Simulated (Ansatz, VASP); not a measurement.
# Two plane-wave programs on In3BiSb2

Contents of INCAR:

```
SYSTEM = In3BiSb2
PREC     = Accurate       ! precision mode
ENCUT    = 520            ! plane-wave cutoff, eV
EDIFF    = 1E-7           ! SCF threshold, eV
ISMEAR   = -1             ! smearing method
SIGMA    = 0.02           ! smearing width, eV
LREAL    = .FALSE.        ! projectors in reciprocal space
LASPH    = .TRUE.         ! aspherical terms in the spheres
NELM     = 60             ! most SCF steps
ALGO     = Normal         ! electronic algorithm
ISIF     = 2              ! what is computed and relaxed
LWAVE    = .FALSE.        ! write WAVECAR
LCHARG   = .TRUE.         ! write CHGCAR
GGA      = PE             ! functional
LELF     = .TRUE.         ! ELF
LVHAR    = .TRUE.       
NBANDS   = 41             ! bands
```

Contents of KPOINTS:

```
Automatic mesh
0
G
  6 6 2
  0 0 0
```

Contents of POSCAR:

```
In3BiSb2
1.0
    4.6972057619      0.0000000000      0.0000000000
   -2.3486028809      4.0678995166      0.0000000000
    0.0000000000      0.0000000000     11.4972293029
Sb Bi In
2 1 3
Direct
    0.0000000000      0.0000000000      0.0029669446
    0.3333333333      0.6666666667      0.3312241563
    0.6666666667      0.3333333333      0.6656474557
    0.3333333333      0.6666666667      0.0833708467
    0.6666666667      0.3333333333      0.4112629399
    0.0000000000      0.0000000000      0.7555276568
```

Input for Ansatz:

```yaml
crystal:
  lattice:
    - [4.6972057619, 0.0, 0.0]
    - [-2.3486028809, 4.0678995166, 0.0]
    - [0.0, 0.0, 11.4972293029]
  atoms:
    - { symbol: Sb, position: [0.0, 0.0, 0.0029669446] }
    - { symbol: Sb, position: [0.3333333333, 0.6666666667, 0.3312241563] }
    - { symbol: Bi, position: [0.6666666667, 0.3333333333, 0.6656474557] }
    - { symbol: In, position: [0.3333333333, 0.6666666667, 0.0833708467] }
    - { symbol: In, position: [0.6666666667, 0.3333333333, 0.4112629399] }
    - { symbol: In, position: [0.0, 0.0, 0.7555276568] }
kpoints:
  mp_grid: { grid: [6, 6, 2] }
hamiltonian:
  xc: pbe
scf:
  occupations: { method: fermi_dirac, width: 0.02 }
  n_extra_bands: 5
output:
  forces: true
  stress: true
  eigenvalues: true
```

Alike in both runs: task single point; functional PBE; k mesh 6 × 6 × 2; occupations fermi-dirac, width 0.02 eV; no spin polarisation.

```csv
,VASP,Ansatz
version,VASP 6.6.1,Ansatz 0.2.0
potentials or method,"VASP PAW PBE potentials, release 64 (Sb, Bi_d, In_d)","plane waves, PAW"
plane-wave cutoff (eV),520,420
valence electrons in the cell,64,84
```

```csv
,VASP,Ansatz,Ansatz less VASP
pressure (GPa),1.1,1.1,+0.03
rms of the force components (eV/Å),0.005,0.005,0.0000
```

Atom by atom the forces differ by 0.000 eV/Å (rms over components). With one functional, cell and mesh, what is left measures potentials, basis and numerics. VASP's potentials hold 64 valence electrons a cell and Ansatz's 84, so a difference there can come from the potentials and not from the codes.

Spin-orbit coupling is off throughout.
